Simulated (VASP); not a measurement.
# CaB6 (Pm-3m) in VASP: a series of runs

The runs below take CaB6 through relaxation of the atoms, with PBE.

All numbers are computed with VASP 6.6.1; they aren't measurements. Logs are shortened: lines on timing, memory, paths and dates and some standing lists are left out, and cuts for length are marked.

**1. The cell of the first run**

Symmetry: Pm-3m, No. 221, cubic system. Conventional cell: a = 4.106 Å, b = 4.106 Å, c = 4.106 Å, α = 90.00°, β = 90.00°, γ = 90.00°. Within 4.2 Å of Ca (site symmetry m-3m) lie 24 B at 3.02 Å and 6 Ca at 4.11 Å. Within 2.2 Å of B (site symmetry 4mm) lie 5 B at 1.66 to 1.73 Å.

**2. Relaxation of the atoms, PBE (9.89 Å³/atom)**

Contents of INCAR:

```
SYSTEM = CaB6
PREC = Accurate ; ENCUT = 520
EDIFF = 1E-7 ; ISMEAR = 0
SIGMA = 0.01 ; LREAL = .False.
LASPH = .True. ; NELM = 80
ALGO = Normal ; ISIF = 2
LWAVE = .False. ; LCHARG = .False.
GGA = PE ; IBRION = 2
NSW = 50 ; EDIFFG = -0.01
```

Contents of KPOINTS:

```
Automatic mesh
0
Gamma
  8 8 8
  0 0 0
```

Contents of POSCAR:

```
CaB6
1.0
    4.1060166998      0.0000000000      0.0000000000
    0.0000000000      4.1060166998      0.0000000000
    0.0000000000      0.0000000000      4.1060166998
Ca B
1 6
Direct
    0.0000000000      0.0000000000      0.0000000000
    0.2017760847      0.5000000000      0.5000000000
    0.5000000000      0.2017760847      0.5000000000
    0.7982239153      0.5000000000      0.5000000000
    0.5000000000      0.7982239153      0.5000000000
    0.5000000000      0.5000000000      0.2017760847
    0.5000000000      0.5000000000      0.7982239153
```

Potentials or basis: VASP PAW PBE potentials, release 64 (Ca_sv, B).

The run is started by

```
> cat potpaw_PBE.64/Ca_sv/POTCAR potpaw_PBE.64/B/POTCAR > POTCAR
> mpirun -np 1 vasp_std > vasp.out
```

OUTCAR:

```text
SYSTEM = CaB6
   PREC = Accurate
   ENCUT = 520
   EDIFF = 1E-7
   ISMEAR = 0
   LREAL = .False.
   LASPH = .True.
   NELM = 80
   ISIF = 2
   GGA = PE
   IBRION = 2
   NSW = 50
   EDIFFG = -0.01

 ion  position               nearest neighbor table
   1  0.000  0.000  0.000-
   2  0.202  0.500  0.500-   4 1.66   3 1.73   5 1.73   6 1.73   7 1.73
   3  0.500  0.202  0.500-   5 1.66   4 1.73   2 1.73   6 1.73   7 1.73
   4  0.798  0.500  0.500-   2 1.66   3 1.73   5 1.73   6 1.73   7 1.73
   5  0.500  0.798  0.500-   3 1.66   2 1.73   4 1.73   6 1.73   7 1.73
   6  0.500  0.500  0.202-   7 1.66   3 1.73   4 1.73   5 1.73   2 1.73
   7  0.500  0.500  0.798-   6 1.66   3 1.73   4 1.73   5 1.73   2 1.73

  LATTYP: Found a simple cubic cell.
 ALAT       =     4.1060166998

  Lattice vectors:

 A1 = (   4.1060166998,   0.0000000000,   0.0000000000)
 A2 = (   0.0000000000,   4.1060166998,   0.0000000000)
 A3 = (   0.0000000000,   0.0000000000,   4.1060166998)

Analysis of symmetry for initial positions (statically):
=====================================================================
 Subroutine PRICEL returns:
 Original cell was already a primitive cell.

 Routine SETGRP: Setting up the symmetry group for a
 simple cubic supercell.

 Subroutine GETGRP returns: Found 48 space group operations
 (whereof 48 operations were pure point group operations)
 out of a pool of 48 trial point group operations.

The static configuration has the point symmetry O_h .

Analysis of symmetry for dynamics (positions and initial velocities):
=====================================================================
 Subroutine PRICEL returns:
 Original cell was already a primitive cell.

 Routine SETGRP: Setting up the symmetry group for a
 simple cubic supercell.

 Subroutine GETGRP returns: Found 48 space group operations
 (whereof 48 operations were pure point group operations)
 out of a pool of 48 trial point group operations.

The dynamic configuration has the point symmetry O_h .

 Subroutine INISYM returns: Found 48 space group operations
 (whereof 48 operations are pure point group operations),
 and found     1 'primitive' translations

----------------------------------------------------------------------------------------

                                     Primitive cell

  volume of cell :      69.2249

  direct lattice vectors                    reciprocal lattice vectors
     4.106016700  0.000000000  0.000000000     0.243545040  0.000000000  0.000000000
     0.000000000  4.106016700  0.000000000     0.000000000  0.243545040  0.000000000
     0.000000000  0.000000000  4.106016700     0.000000000  0.000000000  0.243545040

  length of vectors
     4.106016700  4.106016700  4.106016700     0.243545040  0.243545040  0.243545040

  position of ions in fractional coordinates (direct lattice)
     0.000000000  0.000000000  0.000000000
     0.201776085  0.500000000  0.500000000
     0.500000000  0.201776085  0.500000000
     0.798223915  0.500000000  0.500000000
     0.500000000  0.798223915  0.500000000
     0.500000000  0.500000000  0.201776085
     0.500000000  0.500000000  0.798223915

  ion indices of the primitive-cell ions
   primitive index   ion index
                 1           1
                 2           2
                 3           3
                 4           4
                 5           5
                 6           6
                 7           7

----------------------------------------------------------------------------------------

 KPOINTS: Automatic mesh

Automatic generation of k-mesh.
 Grid dimensions read from file:
 generate k-points for:    8    8    8

 Generating k-lattice:

  Cartesian coordinates                     Fractional coordinates (reciprocal lattice)
     0.030443130  0.000000000  0.000000000     0.125000000  0.000000000  0.000000000
     0.000000000  0.030443130  0.000000000     0.000000000  0.125000000  0.000000000
     0.000000000  0.000000000  0.030443130     0.000000000  0.000000000  0.125000000

  Length of vectors
     0.030443130  0.030443130  0.030443130

  Shift w.r.t. Gamma in fractional coordinates (k-lattice)
     0.000000000  0.000000000  0.000000000

 Subroutine IBZKPT returns following result:
 ===========================================

 Found     35 irreducible k-points:

 Following reciprocal coordinates:
            Coordinates               Weight
  0.000000  0.000000  0.000000      1.000000
  0.125000  0.000000  0.000000      6.000000
  0.250000  0.000000  0.000000      6.000000
  0.375000  0.000000  0.000000      6.000000
  0.500000  0.000000  0.000000      3.000000
  0.125000  0.125000  0.000000     12.000000
[... 16 lines left out ...]
  0.375000  0.375000  0.125000     24.000000
  0.500000  0.375000  0.125000     24.000000
 [... further k-points ...]
   k-points           NKPTS =     35   k-points in BZ     NKDIM =     35   number of bands    NBANDS=     18
   number of dos      NEDOS =    301   number of ions     NIONS =      7
   total plane-waves  NPLWV =  32768
   dimension x,y,z NGX =    32 NGY =   32 NGZ =   32
   dimension x,y,z NGXF=    64 NGYF=   64 NGZF=   64
   ions per type =               1   6
   NGX,Y,Z   is equivalent  to a cutoff of  12.96, 12.96, 12.96 a.u.
   NGXF,Y,Z  is equivalent  to a cutoff of  25.91, 25.91, 25.91 a.u.
 SYSTEM =  CaB6
   PREC   = accura    normal or accurate (medium, high low for compatibility)
   ISTART =      0    job   : 0-new  1-cont  2-samecut
   ICHARG =      2    charge: 1-file 2-atom 10-const
   ISPIN  =      1    spin polarized calculation?
   LNONCOLLINEAR =      F non collinear calculations
   LSORBIT =      F    spin-orbit coupling
   LASPH  =      T    aspherical Exc in radial PAW
   ENCUT  =  520.0 eV  38.22 Ry    6.18 a.u.   7.63  7.63  7.63*2*pi/ulx,y,z
   NELM   =     80;   NELMIN=  2; NELMDL= -5     # of ELM steps
   EDIFF  = 0.1E-06   stopping-criterion for ELM
   LREAL  =      F    real-space projection
   EDIFFG = -.1E-01   stopping-criterion for IOM
   NSW    =     50    number of steps for IOM
   IBRION =      2    ionic relax: 0-MD 1-quasi-New 2-CG
   NFREE  =      1    steps in history (QN), initial steepest desc. (CG)
   ISIF   =      2    stress and relaxation
   ISYM   =      2    0-nonsym 1-usesym 2-fastsym
   POTIM  = 0.5000    time-step for ionic-motion
   TEBEG  =    0.0;   TEEND  =   0.0 temperature during run
   PSTRESS=    0.0 pullay stress
   NELECT =      28.0000    total number of electrons
   NUPDOWN=      -1.0000    fix difference up-down
   EMIN   =  10.00;   EMAX   =-10.00  energy-range for DOS
   EFERMI =   0.00;   METHOD = LEGACY
   ISMEAR =     0;   SIGMA  =   0.01  broadening in eV -4-tet -1-fermi 0-gaus
   EFERMI_NEDOS =   21; number of points for ismear=-14 and -15
   IALGO  =     38    algorithm
   IMIX   =      4    mixing-type and parameters
     AMIX     =   0.40;   BMIX     =  1.00
     AMIX_MAG =   1.60;   BMIX_MAG =  1.00
  volume/ion in A,a.u.               =       9.89        66.74
  Fermi-wavevector in a.u.,A,eV,Ry     =   1.210710  2.287910 19.943674  1.465819
  Thomas-Fermi vector in A             =   2.346248
   LORBIT       =      0    0 simple, 1 ext, 2 COOP (PROOUT), +10 PAW based schemes
   GGA     = PE    functional components
   LHFCALC =     F    Hartree Fock is set to
   AEXX    =    0.0000 exact exchange contribution
   IVDW    =     0    specifies the selected vdW correction
   LEPSILON=     F    determine dielectric tensor
   LRPA    =     F    only Hartree local field effects (RPA)
 conjugate gradient relaxation of ions
 non-spin polarized calculation
 Gauss-broadening in eV      SIGMA  =   0.01
  energy-cutoff  :      520.00
  volume of cell :       69.22
 maximum number of plane-waves:      1888
 NGX is ok and might be reduce to    32
   NGX = 15   NGY = 15   NGZ = 15

--------------------------------------- Ionic step        1  -------------------------------------------

 number of electron      28.0000003 magnetization

 Free energy of the ion-electron system (eV)
  ---------------------------------------------------
  ext. energy  EPLUGINS =         0.00000000
  ---------------------------------------------------
  free energy    TOTEN  =       -44.98144879 eV

  energy without entropy =      -44.98144879  energy(sigma->0) =      -44.98144879

------------------------ aborting loop because EDIFF is reached ----------------------------------------

  FORCE on cell =-STRESS in cart. coord.  units (eV):
  Direction    XX          YY          ZZ          XY          YZ          ZX
  --------------------------------------------------------------------------------------
  -------------------------------------------------------------------------------------
  Total        2.1983502      2.1983502      2.1983502     -0.0000000      0.0000000      0.0000000
  in kB       50.8797912     50.8797912     50.8797912     -0.0000000      0.0000000      0.0000000
  external PRESSURE =      50.8797912 kB  Pullay stress =       0.0000000 kB
[... 67 lines left out ...]
  energy  without entropy=      -44.9755911094  energy(sigma->0) =      -44.97565514

--------------------------------------- Ionic step        3  -------------------------------------------

 number of electron      28.0000003 magnetization

 Free energy of the ion-electron system (eV)
  ---------------------------------------------------
  ext. energy  EPLUGINS =         0.00000000
  ---------------------------------------------------
  free energy    TOTEN  =       -44.98264119 eV

  energy without entropy =      -44.98264119  energy(sigma->0) =      -44.98264119

 E-fermi :   4.9073     XC(G=0): -10.6921

 val. band max:        4.8722081238   @ k =   0.3750   0.0000   0.0000
 cond. band min:       4.9414390972   @ k =   0.5000   0.0000   0.0000
 fundamental gap:      0.0692309734
 Fermi energy:         4.9073122391

 k-point     1 :       0.0000    0.0000    0.0000
  band No.  band energies     occupation
      1     -36.2141      2.00000
      2     -17.2049      2.00000
      3     -17.2049      2.00000
      4     -17.2049      2.00000
      5      -9.7607      2.00000
      6      -2.1520      2.00000
[... 10 lines left out ...]
     17       7.6934      0.00000
     18       8.2777      0.00000
[... 466 lines left out ...]
      2     -17.2579      2.00000
      3     -17.2471      2.00000
      4     -17.1993      2.00000
      5      -9.1281      2.00000
      6      -4.0912      2.00000
[... 10 lines left out ...]
     17       9.2903      0.00000
     18       9.5675      0.00000

 [... further k-points ...]

------------------------ aborting loop because EDIFF is reached ----------------------------------------

  FORCE on cell =-STRESS in cart. coord.  units (eV):
  Direction    XX          YY          ZZ          XY          YZ          ZX
  --------------------------------------------------------------------------------------
  -------------------------------------------------------------------------------------
  Total        2.1284581      2.1284581      2.1284581      0.0000000     -0.0000000      0.0000000
  in kB       49.2621724     49.2621724     49.2621724      0.0000000     -0.0000000      0.0000000
  external PRESSURE =      49.2621724 kB  Pullay stress =       0.0000000 kB
[... 22 lines left out ...]
  FREE ENERGIE OF THE ION-ELECTRON SYSTEM (eV)
  ---------------------------------------------------
  free  energy   TOTEN  =       -44.9826411889 eV

  energy  without entropy=      -44.9826411883  energy(sigma->0) =      -44.98264119

 reached required accuracy - stopping structural energy minimisation
```

Run time: 44 s. Hardware: 1 thread of Intel Xeon Platinum 8488C (Sapphire Rapids), shared host; peak memory 0.2 GiB.

Results:

```yaml
Free_energy: -44.9826 eV
Energy_gained_by_relaxing: 0.2 meV/atom
Ionic_steps: 3
Pressure_after_relaxing: 4.9 GPa
Largest_force_after_relaxing: 0.006 eV/Å
Band_gap_on_the_k_mesh: 0.07 eV (least direct gap 0.10 eV)
```

Forces in eV/Å, atoms in the order of the input:
```
Ca   0.000  0.000  0.000
B   -0.006  0.000  0.000
B    0.000 -0.006  0.000
B    0.006  0.000  0.000
B    0.000  0.006  0.000
B    0.000  0.000 -0.006
B    0.000  0.000  0.006
```

Step by step:
| step | energy change (eV) | largest force (eV/Å) | pressure (GPa) |
| --- | --- | --- | --- |
| 1 | 0.0000 | 0.1681 | 5.09 |
| 2 | 0.0057 | 0.3825 | 4.53 |
| 3 | -0.0012 | 0.0060 | 4.93 |

Final structure:
```
CELL_PARAMETERS angstrom
4.10602 0.00000 0.00000
0.00000 4.10602 0.00000
0.00000 0.00000 4.10602
ATOMIC_POSITIONS crystal
Ca 0.00000 0.00000 0.00000
B 0.20122 0.50000 0.50000
B 0.50000 0.20122 0.50000
B 0.79878 0.50000 0.50000
B 0.50000 0.79878 0.50000
B 0.50000 0.50000 0.20122
B 0.50000 0.50000 0.79878
```

(Continued in part 2 of 2.)
